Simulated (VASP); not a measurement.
**TaW2: single point with PBE**

The system is TaW2.

```
CELL_PARAMETERS angstrom
4.78181 0.00000 0.00000
-2.39090 4.14117 0.00000
0.00000 0.00000 2.60678
ATOMIC_POSITIONS crystal
Ta 0.00000 0.00000 0.00000
W 0.33333 0.66667 0.50000
W 0.66667 0.33333 0.50000
```

The cell was generated, and may not be a known phase.

```yaml
Program: VASP 6.6.1
Task: single point
Functional: PBE
Potentials_or_basis: VASP PAW PBE potentials, release 64 (Ta_pv, W_sv)
Cutoff: 520 eV
k_mesh: 6 × 6 × 6
Occupations: gaussian, width 0.1 eV
Spin: no spin polarisation
Dipole_correction: no
Further_INCAR_settings: ALGO = Normal; EDIFF = 1e-06; NBANDS = 26
```

| Item | Value |
| --- | --- |
| Pressure | 0.5 GPa |
| Band gap on the k mesh | zero (an odd number of electrons rules out a gap without spin polarisation) |

Stress tensor (GPa, compression positive):
```
0.32 0.00 0.00
0.00 0.32 0.00
0.00 0.00 0.75
```

Levels at points of the mesh, in eV from the Fermi level:
```tsv
k point	band 16	band 17	band 18	band 19	band 20	band 21	band 22	band 23
(0.00, 0.00, 0.00)	-2.21	-2.15	-2.15	-1.56	0.11	0.11	2.39	2.39
(0.50, 0.00, 0.00)	-2.99	-2.58	-1.60	-1.40	0.37	1.65	2.63	2.88
(0.00, 0.00, 0.50)	-3.55	-2.07	-1.03	-1.03	0.25	0.25	4.31	4.31
(0.50, 0.00, 0.50)	-2.25	-2.03	-1.33	0.14	0.45	0.80	1.66	2.47
```

It took 31 s on 1 thread of Intel(R) Xeon(R) Platinum 8259CL CPU @ 2.50GHz (Skylake/Cascade Lake), with other jobs on the host, peak memory 0.18 GiB.

Caveat: the k points lie up to 0.40 Å⁻¹ apart, too coarse for converged energies and pressures of a metal; spin-orbit coupling is left out, which moves the levels of the heavy elements.
